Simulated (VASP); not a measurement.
# Sb (Fm-3m) in VASP: further runs

The runs below take Sb through single point, relaxation of cell and atoms, with PBEsol.

Everything below comes from runs of VASP 6.6.1. Logs are shortened: lines on timing, memory, paths and dates and some standing lists are left out, and cuts for length are marked.

### Step 1. The cell of the first run

It takes space group Fm-3m (No. 225, cubic). The conventional cell has a = 4.715 Å, b = 4.715 Å, c = 4.715 Å, α = 90.00°, β = 90.00°, γ = 90.00°. Within 4.4 Å of Sb (site symmetry m-3m) lie 12 Sb at 3.33 Å.

This isn't the form of Sb at room conditions, which is rhombohedral.

### Step 2. Single point, PBEsol

Contents of INCAR:

```
SYSTEM = Sb
ALGO = Normal
EDIFF = 1E-6
ENCUT = 500
GGA = PS
GGA_COMPAT = .FALSE.
ISIF = 2
ISMEAR = -1
LASPH = .TRUE.
LCHARG = .FALSE.
LREAL = .FALSE.
LWAVE = .FALSE.
NBANDS = 8
NELM = 120
PREC = Accurate
SIGMA = 0.1
```

Contents of KPOINTS:

```
k-points
0
G
  15 15 15
  0 0 0
```

Contents of POSCAR:

```
Sb
1.0
    0.0000000000      2.3576859987      2.3576859987
    2.3576859987      0.0000000000      2.3576859987
    2.3576859987      2.3576859987      0.0000000000
Sb
1
Direct
    0.0000000000      0.0000000000      0.0000000000
```

Potentials or basis: VASP PAW PBE potentials, release 64 (Sb).

Run with:

```
$ cat potpaw_PBE.64/Sb/POTCAR > POTCAR
$ mpirun -np 1 vasp_std > vasp.out
```

OUTCAR:

```text
SYSTEM = Sb
   EDIFF = 1E-6
   ENCUT = 500
   GGA = PS
   ISIF = 2
   ISMEAR = -1
   LASPH = .TRUE.
   LREAL = .FALSE.
   NELM = 120
   PREC = Accurate

 ion  position               nearest neighbor table
   1  0.000  0.000  0.000-

  LATTYP: Found a face centered cubic cell.
 ALAT       =     4.7153719974

  Lattice vectors:

 A1 = (   0.0000000000,   2.3576859987,   2.3576859987)
 A2 = (   2.3576859987,   0.0000000000,   2.3576859987)
 A3 = (   2.3576859987,   2.3576859987,   0.0000000000)

Analysis of symmetry for initial positions (statically):
=====================================================================
 Subroutine PRICEL returns:
 Original cell was already a primitive cell.

 Routine SETGRP: Setting up the symmetry group for a
 face centered cubic supercell.

 Subroutine GETGRP returns: Found 48 space group operations
 (whereof 48 operations were pure point group operations)
 out of a pool of 48 trial point group operations.

The static configuration has the point symmetry O_h .

Analysis of symmetry for dynamics (positions and initial velocities):
=====================================================================
 Subroutine PRICEL returns:
 Original cell was already a primitive cell.

 Routine SETGRP: Setting up the symmetry group for a
 face centered cubic supercell.

 Subroutine GETGRP returns: Found 48 space group operations
 (whereof 48 operations were pure point group operations)
 out of a pool of 48 trial point group operations.

The dynamic configuration has the point symmetry O_h .

 Subroutine INISYM returns: Found 48 space group operations
 (whereof 48 operations are pure point group operations),
 and found     1 'primitive' translations

----------------------------------------------------------------------------------------

                                     Primitive cell

  volume of cell :      26.2113

  direct lattice vectors                    reciprocal lattice vectors
     0.000000000  2.357685999  2.357685999    -0.212072346  0.212072346  0.212072346
     2.357685999  0.000000000  2.357685999     0.212072346 -0.212072346  0.212072346
     2.357685999  2.357685999  0.000000000     0.212072346  0.212072346 -0.212072346

  length of vectors
     3.334271515  3.334271515  3.334271515     0.367320078  0.367320078  0.367320078

  position of ions in fractional coordinates (direct lattice)
     0.000000000  0.000000000  0.000000000

  ion indices of the primitive-cell ions
   primitive index   ion index
                 1           1

----------------------------------------------------------------------------------------

 KPOINTS: k-points

Automatic generation of k-mesh.
 Grid dimensions read from file:
 generate k-points for:   15   15   15

 Generating k-lattice:

  Cartesian coordinates                     Fractional coordinates (reciprocal lattice)
    -0.014138156  0.014138156  0.014138156     0.066666667  0.000000000  0.000000000
     0.014138156 -0.014138156  0.014138156     0.000000000  0.066666667  0.000000000
     0.014138156  0.014138156 -0.014138156     0.000000000  0.000000000  0.066666667

  Length of vectors
     0.024488005  0.024488005  0.024488005

  Shift w.r.t. Gamma in fractional coordinates (k-lattice)
     0.000000000  0.000000000  0.000000000

 Subroutine IBZKPT returns following result:
 ===========================================

 Found    120 irreducible k-points:

 Following reciprocal coordinates:
            Coordinates               Weight
  0.000000  0.000000  0.000000      1.000000
  0.066667  0.000000  0.000000      8.000000
  0.133333  0.000000  0.000000      8.000000
  0.200000  0.000000  0.000000      8.000000
  0.266667  0.000000  0.000000      8.000000
  0.333333  0.000000  0.000000      8.000000
[... 16 lines left out ...]
  0.133333  0.133333  0.000000      6.000000
  0.200000  0.133333  0.000000     24.000000
 [... further k-points ...]
   k-points           NKPTS =    120   k-points in BZ     NKDIM =    120   number of bands    NBANDS=      8
   number of dos      NEDOS =    301   number of ions     NIONS =      1
   total plane-waves  NPLWV =  13824
   dimension x,y,z NGX =    24 NGY =   24 NGZ =   24
   dimension x,y,z NGXF=    48 NGYF=   48 NGZF=   48
   ions per type =               1
   NGX,Y,Z   is equivalent  to a cutoff of  11.97, 11.97, 11.97 a.u.
   NGXF,Y,Z  is equivalent  to a cutoff of  23.93, 23.93, 23.93 a.u.
 SYSTEM =  Sb
   PREC   = accura    normal or accurate (medium, high low for compatibility)
   ISTART =      0    job   : 0-new  1-cont  2-samecut
   ICHARG =      2    charge: 1-file 2-atom 10-const
   ISPIN  =      1    spin polarized calculation?
   LNONCOLLINEAR =      F non collinear calculations
   LSORBIT =      F    spin-orbit coupling
   LASPH  =      T    aspherical Exc in radial PAW
   ENCUT  =  500.0 eV  36.75 Ry    6.06 a.u.   6.08  6.08  6.08*2*pi/ulx,y,z
   NELM   =    120;   NELMIN=  2; NELMDL= -5     # of ELM steps
   EDIFF  = 0.1E-05   stopping-criterion for ELM
   LREAL  =      F    real-space projection
   EDIFFG = 0.1E-04   stopping-criterion for IOM
   NSW    =      0    number of steps for IOM
   IBRION =     -1    ionic relax: 0-MD 1-quasi-New 2-CG
   NFREE  =      0    steps in history (QN), initial steepest desc. (CG)
   ISIF   =      2    stress and relaxation
   ISYM   =      2    0-nonsym 1-usesym 2-fastsym
   POTIM  = 0.5000    time-step for ionic-motion
   TEBEG  =    0.0;   TEEND  =   0.0 temperature during run
   PSTRESS=    0.0 pullay stress
   NELECT =       5.0000    total number of electrons
   NUPDOWN=      -1.0000    fix difference up-down
   EMIN   =  10.00;   EMAX   =-10.00  energy-range for DOS
   EFERMI =   0.00;   METHOD = LEGACY
   ISMEAR =    -1;   SIGMA  =   0.10  broadening in eV -4-tet -1-fermi 0-gaus
   EFERMI_NEDOS =   21; number of points for ismear=-14 and -15
   IALGO  =     38    algorithm
   IMIX   =      4    mixing-type and parameters
     AMIX     =   0.40;   BMIX     =  1.00
     AMIX_MAG =   1.60;   BMIX_MAG =  1.00
  volume/ion in A,a.u.               =      26.21       176.88
  Fermi-wavevector in a.u.,A,eV,Ry     =   0.942401  1.780879 12.083590  0.888119
  Thomas-Fermi vector in A             =   2.070006
   LORBIT       =      0    0 simple, 1 ext, 2 COOP (PROOUT), +10 PAW based schemes
   GGA     = PS    functional components
   LHFCALC =     F    Hartree Fock is set to
   AEXX    =    0.0000 exact exchange contribution
   IVDW    =     0    specifies the selected vdW correction
   LEPSILON=     F    determine dielectric tensor
   LRPA    =     F    only Hartree local field effects (RPA)
 non-spin polarized calculation
  energy-cutoff  :      500.00
  volume of cell :       26.21
 maximum number of plane-waves:       680
   NGX = 13   NGY = 13   NGZ = 13

 number of electron       5.0000001 magnetization

 Free energy of the ion-electron system (eV)
  ---------------------------------------------------
  ext. energy  EPLUGINS =         0.00000000
  ---------------------------------------------------
  free energy    TOTEN  =        -4.31085002 eV

  energy without entropy =       -4.29016554  energy(sigma->0) =       -4.30050778

 E-fermi :   8.7637     XC(G=0): -10.4507

 val. band max:        8.7377276774   @ k =   0.4667   0.2667   0.0667
 cond. band min:       8.7681123768   @ k =  -0.4000   0.4667   0.0667
 fundamental gap:      0.0303846994
 Fermi energy:         8.7637238846

 k-point     1 :       0.0000    0.0000    0.0000
  band No.  band energies     occupation
      1      -4.4200      2.00000
      2      14.2468      0.00000
      3      14.2468      0.00000
      4      14.2468      0.00000
      5      18.8123      0.00000
      6      18.8123      0.00000
      7      18.8123      0.00000
      8      18.9827      0.00000

 k-point     2 :       0.0667    0.0000    0.0000
  band No.  band energies     occupation
      1      -4.3297      2.00000
      2      13.3594      0.00000
      3      14.1221      0.00000
      4      14.1221      0.00000
      5      17.9850      0.00000
      6      19.0154      0.00000
      7      19.0154      0.00000
      8      20.3943      0.00000

 k-point     3 :       0.1333    0.0000    0.0000
  band No.  band energies     occupation
      1      -4.0594      2.00000
      2      11.4978      0.00000
      3      13.8154      0.00000
      4      13.8154      0.00000
      5      17.5161      0.00000
      6      19.4762      0.00000
      7      19.4762      0.00000
      8      21.5554      0.00000

 k-point     4 :       0.2000    0.0000    0.0000
  band No.  band energies     occupation
      1      -3.6120      2.00000
      2       9.4379      0.00236
      3      13.4451      0.00000
      4      13.4451      0.00000
      5      17.2149      0.00000
      6      19.5891      0.00000
      7      19.5891      0.00000
      8      21.1182      0.00000

 k-point     5 :       0.2667    0.0000    0.0000
  band No.  band energies     occupation
      1      -2.9948      2.00000
      2       7.4348      2.00000
      3      13.0941      0.00000
      4      13.0941      0.00000
      5      17.0368      0.00000
      6      19.0837      0.00000
      7      19.0837      0.00000
      8      20.1981      0.00000
[... 177 lines left out ...]
 k-point    22 :      -0.0667    0.0667    0.0000
  band No.  band energies     occupation
      1      -4.1793      2.00000
      2      12.5790      0.00000
      3      13.1850      0.00000
      4      14.2757      0.00000
      5      17.7704      0.00000
      6      18.9786      0.00000
      7      19.5170      0.00000
      8      21.3508      0.00000

 k-point    23 :       0.1333    0.1333    0.0000
  band No.  band energies     occupation
      1      -3.9388      2.00000
      2      12.5482      0.00000
      3      12.7080      0.00000
      4      12.7080      0.00000
      5      16.3103      0.00000
      6      18.8270      0.00000
      7      20.7821      0.00000
      8      20.7821      0.00000

 k-point    24 :       0.2000    0.1333    0.0000
  band No.  band energies     occupation
      1      -3.6097      2.00000
      2      10.8601      0.00000
      3      12.1980      0.00000
      4      12.6555      0.00000
      5      16.1864      0.00000
      6      17.8885      0.00000
      7      20.9536      0.00000
      8      21.4213      0.00000

 [... further k-points ...]
[... 5 lines left out ...]
  --------------------------------------------------------------------------------------
  -------------------------------------------------------------------------------------
  Total       -0.0021942     -0.0021942     -0.0021942      0.0000000     -0.0000000     -0.0000000
  in kB       -0.1341246     -0.1341246     -0.1341246      0.0000000     -0.0000000     -0.0000000
  external PRESSURE =      -0.1341246 kB  Pullay stress =       0.0000000 kB

 VOLUME and BASIS-vectors are now :
 -----------------------------------------------------------------------------
  energy-cutoff  :      500.00
  volume of cell :       26.21
      direct lattice vectors                 reciprocal lattice vectors
     0.000000000  2.357685999  2.357685999    -0.212072346  0.212072346  0.212072346
     2.357685999  0.000000000  2.357685999     0.212072346 -0.212072346  0.212072346
     2.357685999  2.357685999  0.000000000     0.212072346  0.212072346 -0.212072346

 POSITION                                       TOTAL-FORCE (eV/Angst)
 -----------------------------------------------------------------------------------
      0.00000      0.00000      0.00000         0.000000      0.000000      0.000000
 -----------------------------------------------------------------------------------
    total drift:                                0.000000      0.000000     -0.000000

  FREE ENERGIE OF THE ION-ELECTRON SYSTEM (eV)
  ---------------------------------------------------
  free  energy   TOTEN  =        -4.3108500202 eV

  energy  without entropy=       -4.2901655398  energy(sigma->0) =       -4.30050778
```

It took 5.1 s on 1 thread of Intel Xeon 6975P-C (Granite Rapids), shared host; peak memory 0.14 GiB.

What came out:

| Quantity | Value |
| --- | --- |
| Free energy | -4.3109 eV |
| Pressure | 0.0 GPa |
| Band gap on the k mesh | zero (an odd number of electrons rules out a gap without spin polarisation) |

Caveat: the PAW data sets were made with another functional, which shifts forces and pressure a little; spin-orbit coupling is left out, which moves the levels of the heavy elements.

### Step 3. Relaxation of cell and atoms, PBEsol

This run uses another cell than the first one, of 30.14 Å³/atom.

Contents of INCAR:

```
SYSTEM = Sb
  ALGO = Normal
  EDIFF = 1E-7
  EDIFFG = -0.03
  ENCUT = 500
  GGA = PS
  GGA_COMPAT = .False.
  IBRION = 2
  ISIF = 3
  ISMEAR = -1
  LASPH = .True.
  LCHARG = .False.
  LREAL = .False.
  LWAVE = .False.
  NELM = 120
  NELMIN = 4
  NSW = 80
  PREC = Accurate
  SIGMA = 0.1
```

Contents of KPOINTS:

```
k-points
0
Gamma
  15 15 15
  0 0 0
```

Contents of POSCAR:

```
Sb
1.0
    0.0000000000      2.4700000000      2.4700000000
    2.4700000000      0.0000000000      2.4700000000
    2.4700000000      2.4700000000      0.0000000000
Sb
1
Direct
    0.0000000000      0.0000000000      0.0000000000
```

Potentials or basis: VASP PAW PBE potentials, release 64 (Sb).

Run with:

```
$ cat potpaw_PBE.64/Sb/POTCAR > POTCAR
$ mpirun -np 1 vasp_std > vasp.out
```

OUTCAR:

```text
SYSTEM = Sb
   EDIFF = 1E-7
   EDIFFG = -0.03
   ENCUT = 500
   GGA = PS
   IBRION = 2
   ISIF = 3
   ISMEAR = -1
   LASPH = .True.
   LREAL = .False.
   NELM = 120
   NELMIN = 4
   NSW = 80
   PREC = Accurate

 ion  position               nearest neighbor table
   1  0.000  0.000  0.000-

  LATTYP: Found a face centered cubic cell.
 ALAT       =     4.9400000000

  Lattice vectors:

 A1 = (   0.0000000000,   2.4700000000,   2.4700000000)
 A2 = (   2.4700000000,   0.0000000000,   2.4700000000)
 A3 = (   2.4700000000,   2.4700000000,   0.0000000000)

Analysis of symmetry for initial positions (statically):
=====================================================================
 Subroutine PRICEL returns:
 Original cell was already a primitive cell.

 Routine SETGRP: Setting up the symmetry group for a
 face centered cubic supercell.

 Subroutine GETGRP returns: Found 48 space group operations
 (whereof 48 operations were pure point group operations)
 out of a pool of 48 trial point group operations.

The static configuration has the point symmetry O_h .

Analysis of symmetry for dynamics (positions and initial velocities):
=====================================================================
 Subroutine PRICEL returns:
 Original cell was already a primitive cell.

 Routine SETGRP: Setting up the symmetry group for a
 face centered cubic supercell.

 Subroutine GETGRP returns: Found 48 space group operations
 (whereof 48 operations were pure point group operations)
 out of a pool of 48 trial point group operations.

The dynamic configuration has the point symmetry O_h .

 Subroutine INISYM returns: Found 48 space group operations
 (whereof 48 operations are pure point group operations),
 and found     1 'primitive' translations

----------------------------------------------------------------------------------------

                                     Primitive cell

  volume of cell :      30.1384

  direct lattice vectors                    reciprocal lattice vectors
     0.000000000  2.470000000  2.470000000    -0.202429150  0.202429150  0.202429150
[... 87 lines left out ...]
   NSW    =     80    number of steps for IOM
   IBRION =      2    ionic relax: 0-MD 1-quasi-New 2-CG
   NFREE  =      1    steps in history (QN), initial steepest desc. (CG)
   ISIF   =      3    stress and relaxation
   ISYM   =      2    0-nonsym 1-usesym 2-fastsym
   POTIM  = 0.5000    time-step for ionic-motion
   TEBEG  =    0.0;   TEEND  =   0.0 temperature during run
   PSTRESS=    0.0 pullay stress
   NELECT =       5.0000    total number of electrons
   NUPDOWN=      -1.0000    fix difference up-down
   EMIN   =  10.00;   EMAX   =-10.00  energy-range for DOS
   EFERMI =   0.00;   METHOD = LEGACY
   ISMEAR =    -1;   SIGMA  =   0.10  broadening in eV -4-tet -1-fermi 0-gaus
   EFERMI_NEDOS =   21; number of points for ismear=-14 and -15
   IALGO  =     38    algorithm
   IMIX   =      4    mixing-type and parameters
     AMIX     =   0.40;   BMIX     =  1.00
     AMIX_MAG =   1.60;   BMIX_MAG =  1.00
  volume/ion in A,a.u.               =      30.14       203.38
  Fermi-wavevector in a.u.,A,eV,Ry     =   0.899548  1.699900 11.009663  0.809187
  Thomas-Fermi vector in A             =   2.022396
   LORBIT       =      0    0 simple, 1 ext, 2 COOP (PROOUT), +10 PAW based schemes
   GGA     = PS    functional components
   LHFCALC =     F    Hartree Fock is set to
   AEXX    =    0.0000 exact exchange contribution
   IVDW    =     0    specifies the selected vdW correction
   LEPSILON=     F    determine dielectric tensor
   LRPA    =     F    only Hartree local field effects (RPA)
 conjugate gradient relaxation of ions
 non-spin polarized calculation
  energy-cutoff  :      500.00
  volume of cell :       30.14
 maximum number of plane-waves:       785
 NGX is ok and might be reduce to    28
   NGX = 13   NGY = 13   NGZ = 13

--------------------------------------- Ionic step        1  -------------------------------------------

 number of electron       5.0000000 magnetization

 Free energy of the ion-electron system (eV)
  ---------------------------------------------------
  ext. energy  EPLUGINS =         0.00000000
  ---------------------------------------------------
  free energy    TOTEN  =        -4.21415685 eV

  energy without entropy =       -4.19096277  energy(sigma->0) =       -4.20255981

 E-fermi :   7.0043     XC(G=0):  -9.8550

 val. band max:        7.0030245523   @ k =   0.2667   0.2667   0.0000
 cond. band min:       7.0645943224   @ k =  -0.2000   0.2000   0.0000
 fundamental gap:      0.0615697701
 Fermi energy:         7.0042945753

 k-point     1 :       0.0000    0.0000    0.0000
  band No.  band energies     occupation
      1      -5.1302      2.00000
      2      11.5137      0.00000
      3      11.5137      0.00000
      4      11.5137      0.00000
      5      16.6079      0.00000
      6      16.6079      0.00000
[... 276 lines left out ...]
--------------------------------------- Ionic step        3  -------------------------------------------

 number of electron       5.0000000 magnetization

 Free energy of the ion-electron system (eV)
  ---------------------------------------------------
  ext. energy  EPLUGINS =         0.00000000
  ---------------------------------------------------
  free energy    TOTEN  =        -4.31095977 eV

  energy without entropy =       -4.29027672  energy(sigma->0) =       -4.30061825

 E-fermi :   8.7669     XC(G=0): -10.4518

 val. band max:        8.7409083750   @ k =   0.4667   0.2667   0.0667
 cond. band min:       8.7711163378   @ k =  -0.4000   0.4667   0.0667
 fundamental gap:      0.0302079628
 Fermi energy:         8.7668630753

 k-point     1 :       0.0000    0.0000    0.0000
  band No.  band energies     occupation
      1      -4.4189      2.00000
      2      14.2516      0.00000
      3      14.2516      0.00000
      4      14.2516      0.00000
      5      18.8159      0.00000
      6      18.8159      0.00000
[... 235 lines left out ...]
  FREE ENERGIE OF THE ION-ELECTRON SYSTEM (eV)
  ---------------------------------------------------
  free  energy   TOTEN  =        -4.3109597746 eV

  energy  without entropy=       -4.2902767208  energy(sigma->0) =       -4.30061825

 reached required accuracy - stopping structural energy minimisation
```

It took 24 s on 1 thread of Intel Xeon 6975P-C (Granite Rapids), shared host; peak memory 0.18 GiB.

What came out:

```
Free energy                           : -4.3110 eV
Relaxed volume                        : 26.20 Å³/atom
Relaxed cell                          : a = 3.334 Å, b = 3.334 Å, c = 3.334 Å, α = 60.00°, β = 60.00°, γ = 60.00°
Space group after relaxing (to 0.1 Å) : Fm-3m (No. 225)
Energy gained by relaxing             : 96.8 meV/atom
Ionic steps                           : 3
Pressure after relaxing               : 0.0 GPa
Band gap on the k mesh                : zero (an odd number of electrons rules out a gap without spin polarisation)
```

Step by step:
| step | energy change (eV) | largest force (eV/Å) | pressure (GPa) | volume (Å³) |
| --- | --- | --- | --- | --- |
| 1 | 0.0000 | 0.0000 | -6.93 | 30.14 |
| 2 | -0.0792 | 0.0000 | 4.22 | 24.80 |
| 3 | -0.0968 | 0.0000 | 0.01 | 26.20 |

Final structure:
```
Sb
1.0
     0.00000    2.35749    2.35749
     2.35749    0.00000    2.35749
     2.35749    2.35749    0.00000
Sb
1
Cartesian
  0.0000 0.0000 0.0000
```

Caveat: the PAW data sets were made with another functional, which shifts forces and pressure a little; spin-orbit coupling is left out, which moves the levels of the heavy elements.
